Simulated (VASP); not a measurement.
Here is a VASP 6.6.1 calculation.

Contents of INCAR:

```
SYSTEM = ZnSe
ALGO     = Normal         ! electronic algorithm
EDIFF    = 1E-6           ! SCF threshold, eV
ENCUT    = 520            ! plane-wave cutoff, eV
GGA      = PS             ! functional
ISIF     = 2              ! what is computed and relaxed
ISMEAR   = -1             ! smearing method
LASPH    = .TRUE.         ! aspherical terms in the spheres
LCHARG   = .FALSE.        ! write CHGCAR
LREAL    = .FALSE.        ! projectors in reciprocal space
LWAVE    = .FALSE.        ! write WAVECAR
NBANDS   = 26             ! bands
NELM     = 100            ! most SCF steps
PREC     = Accurate       ! precision mode
SIGMA    = 0.02           ! smearing width, eV
```

KPOINTS

```
k-points
0
G
  6 6 4
  0 0 0
```

Contents of POSCAR:

```
ZnSe
1.0
    4.1077020000      0.0136923400      0.0000000000
    0.0136923400      4.1077020000      0.0000000000
    0.0000000000      0.0000000000      6.0703500000
Zn Se
2 2
Direct
    0.0000000000      0.0000000000      0.0000000000
    0.5000000000      0.5000000000      0.0000000000
    0.0000000000      0.5000000000      0.2462800000
    0.5000000000      0.0000000000      0.7537200000
```

Potentials or basis: VASP PAW PBE potentials, release 64 (Zn, Se).

The run is started by

```sh
$ cat potpaw_PBE.64/Zn/POTCAR potpaw_PBE.64/Se/POTCAR > POTCAR
$ mpirun -np 1 vasp_std > vasp.out
```

Predict the band gap on the k mesh.

1.84 eV, direct.

What does it give for the largest force?

0.353 eV/Å.

What does it give for the pressure?

-2.6 GPa.

Stress tensor (GPa, compression positive):
```
-2.79 -0.10  0.00
-0.10 -2.79  0.00
 0.00  0.00 -2.15
```

Caveat: the PAW data sets were made with another functional, which shifts forces and pressure a little. A k mesh can miss the band edges.
